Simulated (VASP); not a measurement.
# C (I4_1/amd) in VASP: notebook

C is run at these levels: PBE; tasks: single point.

All numbers are computed with VASP 6.6.1; they aren't measurements. Logs are shortened: lines on timing, memory, paths and dates and some standing lists are left out, and cuts for length are marked.

**1. The cell of the first run**

It takes space group I4_1/amd (No. 141, tetragonal). Conventional cell: a = 2.421 Å, b = 2.421 Å, c = 3.567 Å, α = 90.00°, β = 90.00°, γ = 90.00°. C (site symmetry -4m2) has 4 C at 1.50 Å within 2.0 Å.

**2. Single point, PBE (strain -0.040 along x and y, +0.000 along z)**

INCAR reads:

```
SYSTEM = C
PREC = Accurate
ENCUT = 520
EDIFF = 1E-6
ISMEAR = 0
SIGMA = 0.05
LREAL = .False.
LASPH = .True.
NELM = 100
ALGO = Normal
ISIF = 2
LWAVE = .False.
LCHARG = .True.
GGA = PE
LELF = .True.
LVHAR = .True.
NBANDS = 11
```

KPOINTS reads:

```
regular mesh
0
Gamma
  12 12 12
  0 0 0
```

POSCAR reads:

```
C
1.0
    0.0000000000      1.7120640000      1.7834000000
    1.7120640000      0.0000000000      1.7834000000
    1.7120640000      1.7120640000      0.0000000000
C
2
Direct
    0.5000000000      0.5000000000      0.5000000000
    0.7500000000      0.7500000000      0.7500000000
```

Potentials or basis: VASP PAW PBE potentials, release 64 (C).

Launch:

```console
> cat potpaw_PBE.64/C/POTCAR > POTCAR
> mpirun -np 1 vasp_std > vasp.out
```

OUTCAR:

```text
SYSTEM = C
   PREC = Accurate
   ENCUT = 520
   EDIFF = 1E-6
   ISMEAR = 0
   LREAL = .False.
   LASPH = .True.
   NELM = 100
   ISIF = 2
   GGA = PE

 ion  position               nearest neighbor table
   1  0.500  0.500  0.500-   2 1.50   2 1.50   2 1.50   2 1.50
   2  0.750  0.750  0.750-   1 1.50   1 1.50   1 1.50   1 1.50

  LATTYP: Found a body centered tetragonal cell.
 ALAT       =     2.4212241285
 C/A-ratio  =     1.4731391275

  Lattice vectors:

 A1 = (  -1.7120640000,   0.0000000000,   1.7834000000)
 A2 = (   1.7120640000,   0.0000000000,   1.7834000000)
 A3 = (   0.0000000000,   1.7120640000,  -1.7834000000)

Analysis of symmetry for initial positions (statically):
=====================================================================
 Subroutine PRICEL returns:
 Original cell was already a primitive cell.

 Routine SETGRP: Setting up the symmetry group for a
 body centered tetragonal supercell.

 Subroutine GETGRP returns: Found 16 space group operations
 (whereof  8 operations were pure point group operations)
 out of a pool of 16 trial point group operations.

The static configuration has the point symmetry D_2d.
 The point group associated with its full space group is D_4h.

Analysis of symmetry for dynamics (positions and initial velocities):
=====================================================================
 Subroutine PRICEL returns:
 Original cell was already a primitive cell.

 Routine SETGRP: Setting up the symmetry group for a
 body centered tetragonal supercell.

 Subroutine GETGRP returns: Found 16 space group operations
 (whereof  8 operations were pure point group operations)
 out of a pool of 16 trial point group operations.

The dynamic configuration has the point symmetry D_2d.
 The point group associated with its full space group is D_4h.

 Subroutine INISYM returns: Found 16 space group operations
 (whereof  8 operations are pure point group operations),
 and found     1 'primitive' translations

----------------------------------------------------------------------------------------

                                     Primitive cell

  volume of cell :      10.4549

  direct lattice vectors                    reciprocal lattice vectors
     0.000000000  1.712064000  1.783400000    -0.292045157  0.292045157  0.280363351
     1.712064000  0.000000000  1.783400000     0.292045157 -0.292045157  0.280363351
     1.712064000  1.712064000  0.000000000     0.292045157  0.292045157 -0.280363351

  length of vectors
     2.472180960  2.472180960  2.421224128     0.499183690  0.499183690  0.499183690
[... 85 lines left out ...]
   IBRION =     -1    ionic relax: 0-MD 1-quasi-New 2-CG
   NFREE  =      0    steps in history (QN), initial steepest desc. (CG)
   ISIF   =      2    stress and relaxation
   ISYM   =      2    0-nonsym 1-usesym 2-fastsym
   POTIM  = 0.5000    time-step for ionic-motion
   TEBEG  =    0.0;   TEEND  =   0.0 temperature during run
   PSTRESS=    0.0 pullay stress
   NELECT =       8.0000    total number of electrons
   NUPDOWN=      -1.0000    fix difference up-down
   EMIN   =  10.00;   EMAX   =-10.00  energy-range for DOS
   EFERMI =   0.00;   METHOD = LEGACY
   ISMEAR =     0;   SIGMA  =   0.05  broadening in eV -4-tet -1-fermi 0-gaus
   EFERMI_NEDOS =   21; number of points for ismear=-14 and -15
   IALGO  =     38    algorithm
   IMIX   =      4    mixing-type and parameters
     AMIX     =   0.40;   BMIX     =  1.00
     AMIX_MAG =   1.60;   BMIX_MAG =  1.00
  volume/ion in A,a.u.               =       5.23        35.28
  Fermi-wavevector in a.u.,A,eV,Ry     =   1.497380  2.829637 30.506244  2.242146
  Thomas-Fermi vector in A             =   2.609275
   LORBIT       =      0    0 simple, 1 ext, 2 COOP (PROOUT), +10 PAW based schemes
   GGA     = PE    functional components
   LHFCALC =     F    Hartree Fock is set to
   AEXX    =    0.0000 exact exchange contribution
   IVDW    =     0    specifies the selected vdW correction
   LEPSILON=     F    determine dielectric tensor
   LRPA    =     F    only Hartree local field effects (RPA)
 non-spin polarized calculation
 Gauss-broadening in eV      SIGMA  =   0.05
  energy-cutoff  :      520.00
  volume of cell :       10.45
 maximum number of plane-waves:       297
   NGX =  9   NGY =  9   NGZ =  9

 number of electron       7.9999999 magnetization

 Free energy of the ion-electron system (eV)
  ---------------------------------------------------
  ext. energy  EPLUGINS =         0.00000000
  ---------------------------------------------------
  free energy    TOTEN  =       -18.02324645 eV

  energy without entropy =      -18.02324645  energy(sigma->0) =      -18.02324645

 E-fermi :  11.5368     XC(G=0): -13.6668

 val. band max:       11.1771802116   @ k =   0.0000   0.0000   0.0000
 cond. band min:      14.9766051999   @ k =   0.3333   0.0000   0.3333
 fundamental gap:      3.7994249883
 Fermi energy:        11.5367688531

 k-point     1 :       0.0000    0.0000    0.0000
  band No.  band energies     occupation
      1     -11.6565      2.00000
      2      10.4944      2.00000
      3      11.1772      2.00000
      4      11.1772      2.00000
      5      16.6074      0.00000
      6      16.6074      0.00000
      7      17.1324      0.00000
      8      26.1703      0.00000
      9      31.3425      0.00000
     10      37.0545      0.00000
     11      37.9279      0.00000
[... 309 lines left out ...]
 k-point    24 :      -0.4167    0.1667    0.0000
  band No.  band energies     occupation
      1      -4.9329      2.00000
      2      -2.5217      2.00000
      3       4.6668      2.00000
      4       7.5106      2.00000
      5      19.3151      0.00000
      6      21.7971      0.00000
      7      22.8793      0.00000
      8      27.4977      0.00000
      9      31.6498      0.00000
     10      36.1313      0.00000
     11      36.9831      0.00000

 [... further k-points ...]
[... 5 lines left out ...]
  --------------------------------------------------------------------------------------
  -------------------------------------------------------------------------------------
  Total        3.8370551      3.8370551      1.0254257      0.0000000      0.0000000      0.0000000
  in kB      588.0169876    588.0169876    157.1433656      0.0000000      0.0000000      0.0000000
  external PRESSURE =     444.3924469 kB  Pullay stress =       0.0000000 kB

 VOLUME and BASIS-vectors are now :
 -----------------------------------------------------------------------------
  energy-cutoff  :      520.00
  volume of cell :       10.45
      direct lattice vectors                 reciprocal lattice vectors
     0.000000000  1.712064000  1.783400000    -0.292045157  0.292045157  0.280363351
     1.712064000  0.000000000  1.783400000     0.292045157 -0.292045157  0.280363351
     1.712064000  1.712064000  0.000000000     0.292045157  0.292045157 -0.280363351

 POSITION                                       TOTAL-FORCE (eV/Angst)
 -----------------------------------------------------------------------------------
      1.71206      1.71206      1.78340         0.000000      0.000000      0.000000
      2.56810      2.56810      2.67510        -0.000000     -0.000000      0.000000
 -----------------------------------------------------------------------------------
    total drift:                                0.000000     -0.000000      0.000000

  FREE ENERGIE OF THE ION-ELECTRON SYSTEM (eV)
  ---------------------------------------------------
  free  energy   TOTEN  =       -18.0232464496 eV

  energy  without entropy=      -18.0232464496  energy(sigma->0) =      -18.02324645
```

Wall time 11 s (1 thread of Intel Xeon 6975P-C, shared host); peak memory 0.12 GiB.

Results:

* Free energy: -18.0232 eV
* Pressure: 44.4 GPa
* Band gap on the k mesh: 3.80 eV, indirect (least direct gap 5.43 eV)

Stress tensor (GPa, compression positive):
```
58.80  0.00  0.00
 0.00 58.80  0.00
 0.00  0.00 15.71
```

Levels at points of the mesh, in eV from the valence-band top:
```tsv
k point	band 1	band 2	band 3	band 4	band 5	band 6	band 7	band 8	band 9
(0.00, 0.00, 0.00)	-22.83	-0.68	0.00	0.00	5.43	5.43	5.96	14.99	20.17
(0.50, 0.00, 0.00)	-16.56	-14.53	-3.65	-2.84	7.99	8.77	10.14	16.23	22.83
(0.50, 0.50, 0.00)	-14.04	-14.04	-6.59	-6.59	5.38	5.38	17.70	17.70	24.13
(0.50, 0.00, 0.50)	-13.36	-13.36	-7.24	-7.24	4.37	4.37	17.83	17.83	24.71
```

Caveat: the cell differs from its parent crystal (strain -0.040 along x and y, +0.000 along z). A k mesh can miss the band edges.

**3. Single point, PBE (strain +0.000 along x and y, -0.040 along z)**

INCAR reads:

```
SYSTEM = C
ALGO     = Normal         ! electronic algorithm
EDIFF    = 1E-7           ! SCF threshold, eV
ENCUT    = 520            ! plane-wave cutoff, eV
GGA      = PE             ! functional
ISIF     = 2              ! what is computed and relaxed
ISMEAR   = 0              ! smearing method
LASPH    = .True.         ! aspherical terms in the spheres
LCHARG   = .False.        ! write CHGCAR
LREAL    = .False.        ! projectors in reciprocal space
LWAVE    = .False.        ! write WAVECAR
NBANDS   = 11             ! bands
NELM     = 80             ! most SCF steps
PREC     = Accurate       ! precision mode
SIGMA    = 0.05           ! smearing width, eV
```

KPOINTS reads:

```
k-points
0
Gamma
  12 12 12
  0 0 0
```

POSCAR reads:

```
C
1.0
    0.0000000000      1.7834000000      1.7120640000
    1.7834000000      0.0000000000      1.7120640000
    1.7834000000      1.7834000000      0.0000000000
C
2
Direct
    0.5000000000      0.5000000000      0.5000000000
    0.7500000000      0.7500000000      0.7500000000
```

Potentials or basis: VASP PAW PBE potentials, release 64 (C).

Launch:

```console
> cat potpaw_PBE.64/C/POTCAR > POTCAR
> mpirun -np 1 vasp_std > vasp.out
```

Run time: 12 s. Hardware: 1 thread of Intel Xeon 6975P-C, shared host; peak memory 0.12 GiB.

The run converged. Its results:

```
Free energy            : -18.1153 eV
Pressure               : 22.0 GPa
Band gap on the k mesh : 3.20 eV, indirect (least direct gap 4.97 eV)
```

Stress tensor (GPa, compression positive):
```
 9.31  0.00  0.00
 0.00  9.31  0.00
 0.00  0.00 47.24
```

Levels at points of the mesh, in eV from the valence-band top:
| k point | band 2 | band 3 | band 4 | band 5 | band 6 | band 7 |
| --- | --- | --- | --- | --- | --- | --- |
| (0.00, 0.00, 0.00) | -0.61 | -0.61 | 0.00 | 4.97 | 5.49 | 5.49 |
| (0.50, 0.00, 0.00) | -14.23 | -3.67 | -2.94 | 7.88 | 8.04 | 9.53 |
| (0.50, 0.50, 0.00) | -13.01 | -7.36 | -7.36 | 3.79 | 3.79 | 17.16 |
| (0.50, 0.00, 0.50) | -13.68 | -6.73 | -6.73 | 4.78 | 4.78 | 16.87 |

Caveat: the cell differs from its parent crystal (strain +0.000 along x and y, -0.040 along z). A k mesh can miss the band edges.
